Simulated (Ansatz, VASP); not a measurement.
SiO2 in VASP and in Ansatz

The input INCAR:

```
  PREC = Accurate
  ENCUT = 520
  EDIFF = 1E-6
  ISMEAR = -1
  SIGMA = 0.03
  LREAL = False
  LASPH = True
  NELM = 80
  ALGO = Normal
  ISIF = 2
  LWAVE = False
  LCHARG = True
  GGA = PS
  LELF = True
  LVHAR = True
  NBANDS = 25
```

Contents of KPOINTS:

```
Automatic mesh
0
Gamma
  7 7 7
```

File POSCAR:

```
SiO2
1.0
   -2.4206118211      2.4206118211      3.8174304072
    2.4206118211     -2.4206118211      3.8174304072
    2.4206118211      2.4206118211     -3.8174304072
Si O
2 4
Direct
    0.0000000000      0.0000000000      0.0000000000
    0.7500000000      0.2500000000      0.5000000000
    0.9983800000      0.6250000000      0.8733800000
    0.3750000000      0.2483800000      0.3733800000
    0.7516200000      0.1250000000      0.1266200000
    0.8750000000      0.0016200000      0.6266200000
```

Input for Ansatz:

```yaml
crystal:
  lattice:
    - [-2.4206118211, 2.4206118211, 3.8174304072]
    - [2.4206118211, -2.4206118211, 3.8174304072]
    - [2.4206118211, 2.4206118211, -3.8174304072]
  atoms:
    - { symbol: Si, position: [0.0, 0.0, 0.0] }
    - { symbol: Si, position: [0.75, 0.25, 0.5] }
    - { symbol: O, position: [0.99838, 0.625, 0.87338] }
    - { symbol: O, position: [0.375, 0.24838, 0.37338] }
    - { symbol: O, position: [0.75162, 0.125, 0.12662] }
    - { symbol: O, position: [0.875, 0.00162, 0.62662] }
kpoints:
  mp_grid: { grid: [7, 7, 7] }
  band_path:
    path:
      - [0.0, 0.0, 0.0]
      - [0.0, 0.0, 0.5]
      - [0.25, 0.25, 0.25]
      - [0.0, 0.5, 0.0]
      - [0.0, 0.0, 0.0]
      - [0.5, 0.5, -0.5]
      - [0.350518975, 0.649481025, -0.350518975]
      - [-0.350518975, 0.350518975, 0.350518975]
      - [0.0, 0.0, 0.0]
    npoints: 5
scf:
  occupations: { method: fermi_dirac, width: 0.03 }
hamiltonian:
  xc: pbesol
  pseudopotentials: { kind: all_electron, lapw: { basis_error: 0.001 } }
output:
  forces: true
  stress: true
  eigenvalues: true
```

Change from the starting cell: volume scaled by 1.06.

Alike in both runs: task single point; functional PBEsol; k mesh 7 × 7 × 7; occupations fermi-dirac, width 0.03 eV; no spin polarisation.

```csv
,VASP,Ansatz
version,VASP 6.6.1,Ansatz 0.2.0
potentials or method,"VASP PAW PBE potentials, release 64 (Si, O), cutoff 520 eV","all-electron LAPW, scalar-relativistic"
```

Ansatz gave:

* gap on the k mesh at the Fermi level (eV): 5.58
* pressure (GPa): -7.8
* traceless stress, the component that is largest in VASP (GPa): -1.54
* rms of the force components (eV/Å): 0.327

Question: Estimate VASP's values.

Answer: gap on the k mesh at the Fermi level (eV): 5.57; pressure (GPa): -7.3; traceless stress, the component that is largest in VASP (GPa): -1.48; rms of the force components (eV/Å): 0.313.

VASP's potentials were made for PBE, not for PBEsol. Atom by atom the forces differ by 0.013 eV/Å (rms over components). Ansatz ran all-electron here, and VASP with PAW potentials.
